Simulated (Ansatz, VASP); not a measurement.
Cr: VASP beside Ansatz

The input POSCAR:

```
Cr
1.0
    0.0000000000      1.7748738778      1.7748738778
    1.7748738778      0.0000000000      1.7748738778
    1.7748738778      1.7748738778      0.0000000000
Cr
1
Direct
    0.0000000000      0.0000000000      0.0000000000
```

The input INCAR.step1:

```
  ALGO = Normal
  EDIFF = 1E-4
  ENCUT = 520
  GGA = PE
  ISMEAR = -1
  LASPH = T
  LCHARG = F
  LREAL = F
  LWAVE = T
  NBANDS = 12
  NELM = 100
  PREC = Accurate
  SIGMA = 0.1
```

File INCAR.step2:

```
  ALGO = Normal
  EDIFF = 1E-7
  ENCUT = 520
  ISIF = 2
  ISMEAR = -1
  ISTART = 1
  LASPH = T
  LCHARG = F
  LMIXTAU = T
  LREAL = F
  LWAVE = F
  METAGGA = R2SCAN
  NBANDS = 12
  NELM = 100
  PREC = Accurate
  SIGMA = 0.1
```

The input KPOINTS:

```
k-points
0
Gamma
  17 17 17
```

Input for Ansatz:

```yaml
crystal:
  lattice:
    - [0.0, 1.7748738778, 1.7748738778]
    - [1.7748738778, 0.0, 1.7748738778]
    - [1.7748738778, 1.7748738778, 0.0]
  atoms:
    - { symbol: Cr, position: [0.0, 0.0, 0.0] }
hamiltonian:
  xc: r2scan
  pseudopotentials:
    kind: paw
    azcp:
      Cr: "pseudopotentials/Cr.paw.azcp"
basis:
  ecutwfc: 500
  fft_grid_basis: typed
kpoints:
  mp_grid: { grid: [17, 17, 17], shift: [0, 0, 0] }
magnetization:
  spin_polarized: false
scf:
  occupations: { method: fermi_dirac, width: 0.1 }
  lower_state_search: "off"
output:
  stress: true
```

Alike in both runs: task single point; functional r2SCAN; k mesh 17 × 17 × 17; occupations fermi-dirac, width 0.1 eV; no spin polarisation.

|  | VASP | Ansatz |
| --- | --- | --- |
| version | VASP 6.6.1 | Ansatz 0.2.0 |
| potentials or method | VASP PAW PBE potentials, release 64 (Cr_pv), cutoff 520 eV | plane waves (500 eV) with PAW, scalar-relativistic |
| valence electrons in the cell | 12 | 14 |

|  | VASP | Ansatz | Ansatz less VASP |
| --- | --- | --- | --- |
| pressure (GPa) | 12.2 | 11.3 | -0.86 |

VASP's potentials were made for PBE, not for r2SCAN. VASP's potentials hold 12 valence electrons a cell and Ansatz's 14, so a difference there can come from the potentials and not from the codes.
